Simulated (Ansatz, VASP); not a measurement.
LaPt2 in VASP and in Ansatz

```
La Pt
1.0
     0.00000    3.88700    3.88700
     3.88700    0.00000    3.88700
     3.88700    3.88700    0.00000
La Pt
2 4
Direct
  0.00000 0.00000 0.00000
  0.25000 0.25000 0.25000
  0.62500 0.62500 0.62500
  0.12500 0.62500 0.62500
  0.62500 0.62500 0.12500
  0.62500 0.12500 0.62500
```

Alike in both runs: task single point; functional LDA; k mesh 5 × 5 × 5; occupations gaussian, width 0.1 eV; no spin polarisation.

|  | VASP | Ansatz |
| --- | --- | --- |
| version | VASP 6.6.1 | Ansatz 0.2.0 |
| potentials or method | VASP PAW LDA potentials, release 64 (La, Pt) | plane waves, PAW |
| plane-wave cutoff (eV) | 520 | 420 |
| valence electrons in the cell | 62 | 94 |

Ansatz gave:

* gap on the k mesh at the Fermi level (eV): none
* pressure (GPa): -5.1

Question: What did VASP give for the same quantities?

Answer: gap on the k mesh at the Fermi level (eV): none; pressure (GPa): -4.9.

LDA's correlation is that of Perdew and Zunger in VASP and of Perdew and Wang (1992) in Ansatz. A gap of «none» marks a metal or a gap that the smearing closes. VASP's potentials hold 62 valence electrons a cell and Ansatz's 94, so a difference there can come from the potentials and not from the codes.

Neither program's run includes spin-orbit coupling.
